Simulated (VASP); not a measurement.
Write the native input for VASP 6.6.1 that does the following.

```yaml
Task: electric field gradients
Functional: PBEsol
Potentials_or_basis: VASP PAW PBE potentials, release 64 (Bi_d, Se)
Cutoff: 520 eV
k_mesh: 6 × 6 × 6
Occupations: fermi-dirac, width 0.03 eV
Spin: no spin polarisation
Dipole_correction: no
Further_INCAR_settings: ALGO = Normal; EDIFF = 1e-08; NBANDS = 32
```

The structure of Bi2Se3 lies in POSCAR:

```
Bi2Se3
1.0
    2.0714992968      1.1959806766      9.3544234000
   -2.0714992968      1.1959806766      9.3544234000
    0.0000000000     -2.3919613533      9.3544234000
Bi Se
2 3
Direct
    0.4008000000      0.4008000000      0.4008000000
    0.5992000000      0.5992000000      0.5992000000
    0.0000000000      0.0000000000      0.0000000000
    0.2117000000      0.2117000000      0.2117000000
    0.7883000000      0.7883000000      0.7883000000
```

This cell differs from its parent crystal: zz strain of -2 %.

One way to write it, as run:

INCAR

```
PREC = Accurate ; ENCUT = 520
EDIFF = 1E-8 ; ISMEAR = -1
SIGMA = 0.03 ; LREAL = F
LASPH = T ; NELM = 60
ALGO = Normal ; ISIF = 2
LWAVE = F ; LCHARG = F
GGA = PS ; LEFG = T
NBANDS = 32
```

KPOINTS

```
Automatic mesh
0
Gamma
  6 6 6
```

Potentials or basis: VASP PAW PBE potentials, release 64 (Bi_d, Se).

Command:

```bash
$ cat potpaw_PBE.64/Bi_d/POTCAR potpaw_PBE.64/Se/POTCAR > POTCAR
$ mpirun -np 1 vasp_std > vasp.out
```

It gave:

```json
{
  "Pressure": "1.0 GPa",
  "Largest force": "0.301 eV/Å",
  "Band gap on the k mesh": "0.06 eV",
  "Largest electric field gradient by atom": "Bi -2.5; Se +60.2, -20.6 (each value once) V/Å²"
}
```

Caveat: the cell differs from its parent crystal (zz strain of -2 %); without QUAD_EFG the Cq values of the log hold for a quadrupole moment of 1 mb, not for the nuclei; the PAW data sets were made with another functional, which shifts forces and pressure a little; spin-orbit coupling is left out, which moves the levels of the heavy elements.

It took 16 min on 1 thread of Intel Xeon 8259CL, on a shared host, peak memory 0.75 GiB.
